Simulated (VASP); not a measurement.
Input of a VASP 6.6.1 run:

Contents of INCAR:

```
SYSTEM = Ba
ALGO = Fast
EDIFF = 1E-7
EDIFFG = -0.04
ENCUT = 600
GGA = PE
IBRION = 2
ISIF = 3
ISMEAR = 0
LASPH = .True.
LCHARG = .False.
LREAL = .False.
LWAVE = .False.
NELM = 80
NSW = 90
PREC = Accurate
SIGMA = 0.1
```

KPOINTS

```
k-points
0
Gamma
  4 4 4
  0 0 0
```

File POSCAR:

```
Ba
1.0
    3.7107513082     -2.3724764840      0.0000000000
    3.7107513082      2.3724764840      0.0000000000
   -1.1103070780      0.0000000000      7.2833490766
Ba
2
Direct
    0.7364071778      0.7364071778      0.7500012792
    0.2635928222      0.2635928222      0.2499987208
```

Potentials or basis: VASP PAW PBE potentials, release 64 (Ba_sv).

The run is started by

```sh
$ cat potpaw_PBE.64/Ba_sv/POTCAR > POTCAR
$ mpirun -np 1 vasp_std > vasp.out
```

Q: Estimate the band gap on the k mesh.

A: Zero (band 10 reaches 1.81 eV, above the bottom of band 11 at 1.21 eV).

Q: Estimate the relaxed volume.

A: 64.46 Å³/atom.

Q: Predict the relaxed cell.

A: a = 4.407 Å, b = 4.407 Å, c = 7.386 Å, α = 97.15°, β = 97.15°, γ = 65.33°.

Final structure:
```
Ba
1.0
     3.71015   -2.37871    0.00475
     3.71015    2.37871    0.00475
    -1.10081    0.00000    7.30306
Ba
2
Direct
  0.73647 0.73647 0.75000
  0.26353 0.26353 0.25000
```

Caveat: the k points lie up to 0.39 Å⁻¹ apart in the final cell; spin-orbit coupling is left out, which moves the levels of the heavy elements.
